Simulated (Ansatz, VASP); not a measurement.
PF2 in VASP and in Ansatz

```
P F
1.0
     5.11041    0.00000    0.00000
     0.00000    5.11041    0.00000
     0.00000    0.00000    6.52899
P F
2 4
Direct
  0.00000 0.00000 0.25000
  0.00000 0.00000 0.75000
  0.23161 0.00000 0.00000
  0.76839 0.00000 0.00000
  0.00000 0.23161 0.50000
  0.00000 0.76839 0.50000
```

Alike in both runs: task single point; functional PBE; dispersion D3(BJ); k mesh 4 × 4 × 4; occupations gaussian, width 0.1 eV; collinear spin.

```csv
,VASP,Ansatz
version,VASP 6.6.1,Ansatz 0.2.0
potentials or method,"VASP PAW PBE potentials, release 64 (P, F), cutoff 520 eV","scalar-relativistic, plane waves, PAW"
valence electrons in the cell,38,38
```

VASP gave:

```
gap on the k mesh at the Fermi level (eV)                     : 0.32
least direct gap on the mesh (eV)                             : 0.66
pressure (GPa)                                                : 0.7
traceless stress, the component that is largest in VASP (GPa) : -0.28
rms of the force components (eV/Å)                            : 0.076
net moment per atom (μB)                                      : 0.33
size of the moment on the site where the two differ most (μB) : 0.45
```

Which values does Ansatz return?

gap on the k mesh at the Fermi level (eV): 0.31; least direct gap on the mesh (eV): 0.65; pressure (GPa): 0.7; traceless stress, the component that is largest in VASP (GPa): -0.38; rms of the force components (eV/Å): 0.067; net moment per atom (μB): 0.33; size of the moment on the site where the two differ most (μB): 0.34.

Site moments also hang on the region over which each program counts them. Atom by atom the forces differ by 0.009 eV/Å (rms over components).
